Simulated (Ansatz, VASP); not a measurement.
InSb in VASP and in Ansatz

```
CELL_PARAMETERS angstrom
0.00000 3.25993 3.25993
3.40663 0.00000 3.25993
3.40663 3.25993 0.00000
ATOMIC_POSITIONS crystal
In 0.00000 0.00000 0.00000
Sb 0.75000 0.75000 0.75000
```

Change from the starting cell: strain +0.0450 x Voigt [1, 0, 0, 0, 0, 0], atoms carried along.

Alike in both runs: task single point; functional PBEsol; k mesh 16 × 16 × 16; occupations gaussian, width 0.15 eV; no spin polarisation.

|  | VASP | Ansatz |
| --- | --- | --- |
| version | VASP 6.6.1 | Ansatz 0.2.0 |
| potentials or method | VASP PAW PBE potentials, release 64 (In_d, Sb), cutoff 520 eV | scalar-relativistic, plane waves, PAW |
| valence electrons in the cell | 18 | 28 |

|  | VASP | Ansatz | Ansatz less VASP |
| --- | --- | --- | --- |
| gap on the k mesh at the Fermi level (eV) | none | none | - |
| pressure (GPa) | -1.7 | -1.7 | -0.01 |
| traceless stress, the component that is largest in VASP (GPa) | -0.88 | -0.88 | +0.001 |

VASP's potentials were made for PBE, not for PBEsol. A gap of «none» marks a metal or a gap that the smearing closes. The functional is the same, so the differences come from potentials, cutoffs and numerics. VASP's potentials hold 18 valence electrons a cell and Ansatz's 28, so a difference there can come from the potentials and not from the codes.

Neither program's run includes spin-orbit coupling.
